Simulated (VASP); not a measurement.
Input of a VASP 6.6.1 run:

Contents of INCAR:

```
PREC = Accurate ; ENCUT = 520
EDIFF = 1E-7 ; ISMEAR = 0
SIGMA = 0.1 ; LREAL = False
LASPH = True ; NELM = 80
ALGO = Normal ; ISIF = 2
LWAVE = False ; LCHARG = False
LDIPOL = True ; IDIPOL = 3
DIPOL = 0.5 0.5 0.332 ; GGA = PE
NBANDS = 47
```

Contents of KPOINTS:

```
regular mesh
0
Gamma
  6 6 1
```

The input POSCAR:

```
Ti6C
1.0
    4.6037402166      0.0000000000      0.0000000000
   -2.3018701083      3.9869559800      0.0000000000
    0.0000000000      0.0000000000     19.9968207969
Ti C
6 1
Direct
    0.6666666666      0.3333333333      0.2000317971
    0.3333333333      0.6666666667      0.2470259940
    0.0000000000      0.0000000000      0.2940201911
    0.6666666666      0.3333333333      0.3353091166
    0.3333333333      0.6666666667      0.3717707096
    0.0000000000      0.0000000000      0.4249085834
    0.4444444444      0.8888888889      0.4514386309
```

Potentials or basis: VASP PAW PBE potentials, release 64 (Ti_sv, C).

Launch:

```console
$ cat potpaw_PBE.64/Ti_sv/POTCAR potpaw_PBE.64/C/POTCAR > POTCAR
$ mpirun -np 1 vasp_std > vasp.out
```

Problem. What does it give for the band gap on the k mesh?

Solution. Zero (band 38 reaches -0.37 eV, above the bottom of band 39 at -0.54 eV).

Problem. What does it give for the largest force?

Solution. 1.662 eV/Å.

Forces in eV/Å, atoms in the order of the input:
```
Ti   0.000  0.056  0.202
Ti   0.000 -0.027  0.455
Ti   0.000  0.017 -1.140
Ti   0.000 -0.664  0.080
Ti   0.000 -0.132 -1.247
Ti   0.000 -0.391  1.616
C    0.000  1.141  0.035
```
